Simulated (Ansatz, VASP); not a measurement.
**Two plane-wave programs on BN**

INCAR

```
SYSTEM = BN
ALGO = Normal
EDIFF = 1E-7
ENCUT = 520
GGA = PE
ISIF = 2
ISMEAR = 0
IVDW = 12
LASPH = .True.
LCHARG = .False.
LREAL = .False.
LWAVE = .False.
NBANDS = 16
NELM = 60
PREC = Accurate
SIGMA = 0.05
```

KPOINTS

```
k-points
0
Gamma
  12 12 4
  0 0 0
```

The input POSCAR:

```
BN
1.0
    2.5061233057      0.0000000000      0.0000000000
   -1.2530616528      2.1703664477      0.0000000000
    0.0000000000      0.0000000000      6.5973571420
B N
2 2
Direct
   -0.0221160809     -0.0442321619      0.4272435932
    0.3333333333      0.6666666667      0.0000000000
    0.0000000000      0.0000000000      0.0000000000
    0.6666666667      0.3333333333      0.5000000000
```

Input for Ansatz:

```yaml
crystal:
  lattice:
    - [2.5061233057, 0.0, 0.0]
    - [-1.2530616528, 2.1703664477, 0.0]
    - [0.0, 0.0, 6.597357142]
  atoms:
    - { symbol: B, position: [-0.0221160809, -0.0442321619, 0.4272435932] }
    - { symbol: B, position: [0.3333333333, 0.6666666667, 0.0] }
    - { symbol: "N", position: [0.0, 0.0, 0.0] }
    - { symbol: "N", position: [0.6666666667, 0.3333333333, 0.5] }
basis:
  ecutwfc: 420
kpoints:
  mp_grid: { grid: [12, 12, 4] }
hamiltonian:
  xc: pbe
  dispersion: d3bj
scf:
  occupations: { method: gaussian, width: 0.05 }
output:
  forces: true
  stress: true
  eigenvalues: true
```

Alike in both runs: task single point; functional PBE; dispersion D3(BJ); k mesh 12 × 12 × 4; occupations gaussian, width 0.05 eV; no spin polarisation.

```csv
,VASP,Ansatz
version,VASP 6.6.1,Ansatz 0.2.0
potentials or method,"VASP PAW PBE potentials, release 64 (B, N), cutoff 520 eV","scalar-relativistic, plane waves, PAW"
valence electrons in the cell,16,16
```

|  | VASP | Ansatz | Ansatz less VASP |
| --- | --- | --- | --- |
| gap on the k mesh at the Fermi level (eV) | 1.90 | 1.90 | -0.005 |
| least direct gap on the mesh (eV) | 2.07 | 2.07 | -0.004 |
| pressure (GPa) | -4.5 | -4.6 | -0.09 |
| traceless stress, the component that is largest in VASP (GPa) | -10.87 | -10.66 | +0.208 |
| rms of the force components (eV/Å) | 2.812 | 2.812 | +0.0007 |

Atom by atom the forces differ by 0.003 eV/Å (rms over components).
